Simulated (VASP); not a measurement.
# NiO (Fm-3m) in VASP: single point with LDA+U

Aim: the single point of NiO with LDA+U.

Everything below comes from runs of VASP 6.6.1. Logs are shortened: lines on timing, memory, paths and dates and some standing lists are left out, and cuts for length are marked.

## 1. The cell of the first run

It takes space group Fm-3m (No. 225, cubic). The conventional cell has a = 4.183 Å, b = 4.183 Å, c = 4.183 Å, α = 90.00°, β = 90.00°, γ = 90.00°. Ni (site symmetry m-3m) has 6 O at 2.09 Å within 2.8 Å. O (site symmetry m-3m) has 6 Ni at 2.09 Å within 2.8 Å.

## 2. Single point, LDA+U, collinear spin, antiferromagnetic start

INCAR

```
ALGO = Normal ; EDIFF = 1E-6
ENCUT = 520 ; GGA = CA
ISIF = 2 ; ISMEAR = 0
ISPIN = 2 ; LASPH = True
LCHARG = False ; LDAU = True
LDAUJ = 0 0 ; LDAUL = 2 -1
LDAUPRINT = 1 ; LDAUTYPE = 2
LDAUU = 4 0 ; LMAXMIX = 4
LORBIT = 11 ; LREAL = False
LWAVE = False ; MAGMOM = 1.54 -1.54 0 0
NBANDS = 28 ; NELM = 150
PREC = Accurate ; SIGMA = 0.05
```

KPOINTS

```
k-points
0
Gamma
  8 8 8
```

POSCAR

```
NiO
1.0
    0.0000000000      2.0913095100      2.0913095100
    2.0913095100      0.0000000000      2.0913095100
    4.1826190200      4.1826190200      0.0000000000
Ni O
2 2
Direct
    0.0000000000      0.0000000000      0.0000000000
    0.0000000000      0.0000000000      0.5000000000
    0.5000000000      0.5000000000      0.2500000000
    0.5000000000      0.5000000000      0.7500000000
```

Potentials or basis: VASP PAW LDA potentials, release 64 (Ni, O).

Run with:

```
$ cat potpaw_LDA.64/Ni/POTCAR potpaw_LDA.64/O/POTCAR > POTCAR
$ mpirun -np 1 vasp_std > vasp.out
```

OUTCAR:

```text
EDIFF = 1E-6
   ENCUT = 520
   GGA = CA
   ISIF = 2
   ISMEAR = 0
   ISPIN = 2
   LASPH = True
   LORBIT = 11
   LREAL = False
   NELM = 150
   PREC = Accurate

 ion  position               nearest neighbor table
   1  0.000  0.000  0.000-   4 2.09   3 2.09   4 2.09   3 2.09   4 2.09   3 2.09   2 2.96   2 2.96
                             2 2.96   2 2.96   2 2.96   2 2.96
   2  0.000  0.000  0.500-   3 2.09   3 2.09   4 2.09   3 2.09   4 2.09   4 2.09   1 2.96   1 2.96
                             1 2.96   1 2.96   1 2.96   1 2.96
   3  0.500  0.500  0.250-   1 2.09   1 2.09   2 2.09   1 2.09   2 2.09   2 2.09
   4  0.500  0.500  0.750-   2 2.09   1 2.09   2 2.09   1 2.09   2 2.09   1 2.09

  LATTYP: Found a trigonal (rhomboedric) cell.
 ALAT       =     5.1226411937
 COS(alpha) =     0.8333333333

  Lattice vectors:

 A1 = (   4.1826190200,   2.0913095100,  -2.0913095100)
 A2 = (   2.0913095100,   2.0913095100,  -4.1826190200)
 A3 = (   2.0913095100,   4.1826190200,  -2.0913095100)

Analysis of symmetry for initial positions (statically):
=====================================================================
 Subroutine PRICEL returns following result:

  LATTYP: Found a face centered cubic cell.
 ALAT       =     4.1826190200
[... 12 lines left out ...]
 Subroutine GETGRP returns: Found 12 space group operations
 (whereof 12 operations were pure point group operations)
 out of a pool of 12 trial point group operations.

The static configuration has the point symmetry D_3d.

Analysis of symmetry for dynamics (positions and initial velocities):
=====================================================================
 Subroutine PRICEL returns following result:

  LATTYP: Found a face centered cubic cell.
 ALAT       =     4.1826190200
[... 12 lines left out ...]
 Subroutine GETGRP returns: Found 12 space group operations
 (whereof 12 operations were pure point group operations)
 out of a pool of 12 trial point group operations.

The dynamic configuration has the point symmetry D_3d.

Analysis of structural, dynamic, and magnetic symmetry:
=====================================================================
 Subroutine PRICEL returns following result:

  LATTYP: Found a face centered cubic cell.
 ALAT       =     4.1826190200
[... 12 lines left out ...]
 Subroutine GETGRP returns: Found 12 space group operations
 (whereof 12 operations were pure point group operations)
 out of a pool of 12 trial point group operations.

The overall configuration has the point symmetry D_3d.

 Subroutine INISYM returns: Found 12 space group operations
 (whereof 12 operations are pure point group operations),
 and found     2 'primitive' translations

----------------------------------------------------------------------------------------

                                     Primitive cell

  volume of cell :      18.2930

  direct lattice vectors                    reciprocal lattice vectors
     0.000000000  2.091309510  2.091309510    -0.239084649  0.239084649  0.239084649
     2.091309510  0.000000000  2.091309510     0.239084649 -0.239084649  0.239084649
[... 132 lines left out ...]
 onsite density matrix

spin component  1

  0.9752 -0.0000 -0.0001 -0.0000  0.0000
 -0.0000  0.9752 -0.0000  0.0000  0.0001
 -0.0001 -0.0000  1.0113 -0.0000 -0.0000
 -0.0000  0.0000 -0.0000  0.9752 -0.0001
  0.0000  0.0001 -0.0000 -0.0001  1.0113

spin component  2

  0.9720 -0.0000  0.0010 -0.0000 -0.0000
 -0.0000  0.9720  0.0005  0.0000 -0.0009
  0.0010  0.0005  0.2251  0.0005  0.0000
 -0.0000  0.0000  0.0005  0.9720  0.0009
 -0.0000 -0.0009  0.0000  0.0009  0.2251

 occupancies and eigenvectors

  o =  0.2251  v =  0.0000  0.0000  0.0000  0.0000  0.0000  0.0000  0.0012 -0.0081 -0.0012  1.0000      0.0000  0.0000  0.0000  0.0000  0.0000  0.0000  0.0000  0.0000  0.0000  0.0000
  o =  0.2251  v =  0.0000  0.0000  0.0000  0.0000  0.0000 -0.0014 -0.0007  1.0000 -0.0007  0.0081      0.0000  0.0000  0.0000  0.0000  0.0000  0.0000  0.0000  0.0000  0.0000  0.0000
  o =  0.9720  v =  0.0000  0.0000  0.0000  0.0000  0.0000  0.1002 -0.6517  0.0002  0.7519  0.0017      0.0000  0.0000  0.0000  0.0000  0.0000  0.0000  0.0000  0.0000  0.0000  0.0000
  o =  0.9720  v =  0.0000  0.0000  0.0000  0.0000  0.0000 -0.8103 -0.4920 -0.0017 -0.3184  0.0002      0.0000  0.0000  0.0000  0.0000  0.0000  0.0000  0.0000  0.0000  0.0000  0.0000
  o =  0.9721  v =  0.0000  0.0000  0.0000  0.0000  0.0000 -0.5774  0.5774 -0.0000  0.5774 -0.0000      0.0000  0.0000  0.0000  0.0000  0.0000  0.0000  0.0000  0.0000  0.0000  0.0000
  o =  0.9752  v = -0.1698  0.6068 -0.0005 -0.7765 -0.0023  0.0000  0.0000  0.0000  0.0000  0.0000      0.0000  0.0000  0.0000  0.0000  0.0000  0.0000  0.0000  0.0000  0.0000  0.0000
  o =  0.9752  v =  0.7987  0.5463  0.0023  0.2523 -0.0005  0.0000  0.0000  0.0000  0.0000  0.0000      0.0000  0.0000  0.0000  0.0000  0.0000  0.0000  0.0000  0.0000  0.0000  0.0000
  o =  0.9753  v = -0.5774  0.5774 -0.0000  0.5774 -0.0000  0.0000  0.0000  0.0000  0.0000  0.0000      0.0000  0.0000  0.0000  0.0000  0.0000  0.0000  0.0000  0.0000  0.0000  0.0000
  o =  1.0113  v =  0.0000  0.0017  0.0000 -0.0017  1.0000  0.0000  0.0000  0.0000  0.0000  0.0000      0.0000  0.0000  0.0000  0.0000  0.0000  0.0000  0.0000  0.0000  0.0000  0.0000
  o =  1.0113  v =  0.0019  0.0010 -1.0000  0.0010  0.0000  0.0000  0.0000  0.0000  0.0000  0.0000      0.0000  0.0000  0.0000  0.0000  0.0000  0.0000  0.0000  0.0000  0.0000  0.0000

atom =   2  type =  1  l = 2

 onsite density matrix

spin component  1

  0.9720 -0.0000  0.0010 -0.0000  0.0000
 -0.0000  0.9720  0.0005  0.0000 -0.0009
  0.0010  0.0005  0.2251  0.0005  0.0000
 -0.0000  0.0000  0.0005  0.9720  0.0009
  0.0000 -0.0009  0.0000  0.0009  0.2251

spin component  2

  0.9752 -0.0000 -0.0001 -0.0000 -0.0000
 -0.0000  0.9752 -0.0000  0.0000  0.0001
 -0.0001 -0.0000  1.0113 -0.0000  0.0000
 -0.0000  0.0000 -0.0000  0.9752 -0.0001
 -0.0000  0.0001  0.0000 -0.0001  1.0113

 occupancies and eigenvectors

  o =  0.2251  v =  0.0001  0.0012 -0.0478 -0.0011  0.9989  0.0000  0.0000  0.0000  0.0000  0.0000      0.0000  0.0000  0.0000  0.0000  0.0000  0.0000  0.0000  0.0000  0.0000  0.0000
  o =  0.2251  v =  0.0014  0.0006 -0.9989  0.0007 -0.0478  0.0000  0.0000  0.0000  0.0000  0.0000      0.0000  0.0000  0.0000  0.0000  0.0000  0.0000  0.0000  0.0000  0.0000  0.0000
  o =  0.9720  v =  0.0068 -0.7037  0.0000  0.7105  0.0017  0.0000  0.0000  0.0000  0.0000  0.0000      0.0000  0.0000  0.0000  0.0000  0.0000  0.0000  0.0000  0.0000  0.0000  0.0000
  o =  0.9720  v =  0.8165  0.4141  0.0017  0.4024 -0.0000  0.0000  0.0000  0.0000  0.0000  0.0000      0.0000  0.0000  0.0000  0.0000  0.0000  0.0000  0.0000  0.0000  0.0000  0.0000
  o =  0.9721  v = -0.5774  0.5774 -0.0000  0.5774 -0.0000  0.0000  0.0000  0.0000  0.0000  0.0000      0.0000  0.0000  0.0000  0.0000  0.0000  0.0000  0.0000  0.0000  0.0000  0.0000
  o =  0.9752  v =  0.0000  0.0000  0.0000  0.0000  0.0000  0.0778  0.7428  0.0002 -0.6650 -0.0024      0.0000  0.0000  0.0000  0.0000  0.0000  0.0000  0.0000  0.0000  0.0000  0.0000
  o =  0.9752  v =  0.0000  0.0000  0.0000  0.0000  0.0000  0.8128  0.3390  0.0024  0.4738  0.0002      0.0000  0.0000  0.0000  0.0000  0.0000  0.0000  0.0000  0.0000  0.0000  0.0000
  o =  0.9753  v =  0.0000  0.0000  0.0000  0.0000  0.0000  0.5774 -0.5774  0.0000 -0.5774 -0.0000      0.0000  0.0000  0.0000  0.0000  0.0000  0.0000  0.0000  0.0000  0.0000  0.0000
  o =  1.0113  v =  0.0000  0.0000  0.0000  0.0000  0.0000  0.0000  0.0017 -0.0000 -0.0017  1.0000      0.0000  0.0000  0.0000  0.0000  0.0000  0.0000  0.0000  0.0000  0.0000  0.0000
  o =  1.0113  v =  0.0000  0.0000  0.0000  0.0000  0.0000 -0.0019 -0.0010  1.0000 -0.0010  0.0000      0.0000  0.0000  0.0000  0.0000  0.0000  0.0000  0.0000  0.0000  0.0000  0.0000

 number of electron      32.0000011 magnetization       0.0000000

 Free energy of the ion-electron system (eV)
  ---------------------------------------------------
  ext. energy  EPLUGINS =         0.00000000
  ---------------------------------------------------
  free energy    TOTEN  =       -24.30929323 eV

  energy without entropy =      -24.30929323  energy(sigma->0) =      -24.30929323

 E-fermi :   6.4763     XC(G=0): -13.1291

 val. band max:        6.1569568878   @ k =   0.0000   0.0000   0.5000
 cond. band min:       8.3541110116   @ k =   0.2500   0.2500   0.0000
 fundamental gap:      2.1971541238
 Fermi energy:         6.4762943466

 spin component 1

 k-point     1 :       0.0000    0.0000    0.0000
  band No.  band energies     occupation
      1     -12.2518      1.00000
      2     -10.7742      1.00000
      3      -0.8343      1.00000
      4       0.9983      1.00000
      5       0.9983      1.00000
      6       3.0829      1.00000
[... 1481 lines left out ...]
     27      24.0993      0.00000
     28      28.4694      0.00000

 [... further k-points ...]
[... 5 lines left out ...]
  --------------------------------------------------------------------------------------
  -------------------------------------------------------------------------------------
  Total       -4.1872422     -4.1872422     -4.1872422     -0.0328958      0.0328958      0.0328958
  in kB     -183.3680801   -183.3680801   -183.3680801     -1.4405770      1.4405770      1.4405770
  external PRESSURE =    -183.3680801 kB  Pullay stress =       0.0000000 kB

 VOLUME and BASIS-vectors are now :
 -----------------------------------------------------------------------------
  energy-cutoff  :      520.00
  volume of cell :       36.59
      direct lattice vectors                 reciprocal lattice vectors
     0.000000000  2.091309510  2.091309510    -0.239084649  0.239084649  0.239084649
     2.091309510  0.000000000  2.091309510     0.239084649 -0.239084649  0.239084649
     4.182619020  4.182619020  0.000000000     0.119542324  0.119542324 -0.119542324

 POSITION                                       TOTAL-FORCE (eV/Angst)
 -----------------------------------------------------------------------------------
      0.00000      0.00000      0.00000        -0.000000     -0.000000      0.000000
      2.09131      2.09131      0.00000        -0.000000      0.000000      0.000000
      2.09131      2.09131      2.09131        -0.000000     -0.000000     -0.000000
      4.18262      4.18262      2.09131         0.000000      0.000000     -0.000000
 -----------------------------------------------------------------------------------
    total drift:                                0.000000     -0.000000     -0.000000

  FREE ENERGIE OF THE ION-ELECTRON SYSTEM (eV)
  ---------------------------------------------------
  free  energy   TOTEN  =       -24.3092932282 eV

  energy  without entropy=      -24.3092932282  energy(sigma->0) =      -24.30929323

 total charge

# of ion       s       p       d       tot
------------------------------------------
    1        0.339   0.415   8.287   9.042
    2        0.339   0.415   8.287   9.042
    3        1.541   3.412   0.000   4.954
    4        1.541   3.412   0.000   4.954
--------------------------------------------------
tot          3.762   7.655  16.575  27.991

 magnetization (x)

# of ion       s       p       d       tot
------------------------------------------
    1       -0.007  -0.010   1.582   1.565
    2        0.007   0.010  -1.582  -1.565
    3        0.000   0.000   0.000   0.000
    4        0.000   0.000   0.000   0.000
--------------------------------------------------
tot          0.000   0.000   0.000   0.000
```

Run time: 58 s. Hardware: 1 thread of Intel Xeon 6975P-C (Granite Rapids), shared host; peak memory 0.22 GiB.

What came out:

- Free energy: -24.3093 eV
- Pressure: -18.3 GPa
- Band gap on the k mesh: 2.20 eV
- Net moment: 0.00 μB per cell
- Site moments: Ni +1.56, -1.56; O +0.00 μB
- Valence electrons inside the program's atomic spheres: Ni 9.04; O 4.95

Stress tensor (GPa, compression positive):
```
-18.34  -0.14   0.14
 -0.14 -18.34   0.14
  0.14   0.14 -18.34
```

Levels at points of the mesh, in eV from the valence-band top:
Spin up:
```tsv
k point	band 12	band 13	band 14	band 15	band 16	band 17	band 18	band 19	band 20	band 21
(0.00, 0.00, 0.00)	-1.28	-1.27	-1.11	-0.90	-0.90	3.06	3.06	3.08	6.95	11.38
(0.50, 0.00, 0.00)	-1.81	-1.57	-1.00	-0.73	-0.53	3.17	3.31	6.95	7.49	11.38
(0.00, 0.00, 0.50)	-1.44	-1.44	-1.26	0.00	0.00	2.76	2.76	5.72	5.83	13.11
(0.50, 0.00, 0.50)	-1.69	-1.15	-0.95	-0.89	-0.48	2.77	2.81	8.78	8.96	10.96
```
Spin down:
```tsv
k point	band 12	band 13	band 14	band 15	band 16	band 17	band 18	band 19	band 20	band 21
(0.00, 0.00, 0.00)	-1.28	-1.27	-1.11	-0.90	-0.90	3.06	3.06	3.08	6.95	11.38
(0.50, 0.00, 0.00)	-1.81	-1.57	-1.00	-0.73	-0.53	3.17	3.31	6.95	7.49	11.38
(0.00, 0.00, 0.50)	-1.44	-1.44	-1.26	0.00	0.00	2.76	2.76	5.72	5.83	13.11
(0.50, 0.00, 0.50)	-1.69	-1.15	-0.95	-0.89	-0.48	2.77	2.81	8.78	8.96	10.96
```

Eigenvalues of the final occupation matrices:
```tsv
site	spin	trace	eigenvalues
site 1 d	1	4.95	0.98 0.98 0.98 1.01 1.01
site 1 d	2	3.37	0.23 0.23 0.97 0.97 0.97
site 2 d	1	3.37	0.23 0.23 0.97 0.97 0.97
site 2 d	2	4.95	0.98 0.98 0.98 1.01 1.01
```

A k mesh can miss the band edges. The state reached can hang on the start; a lower one may exist.
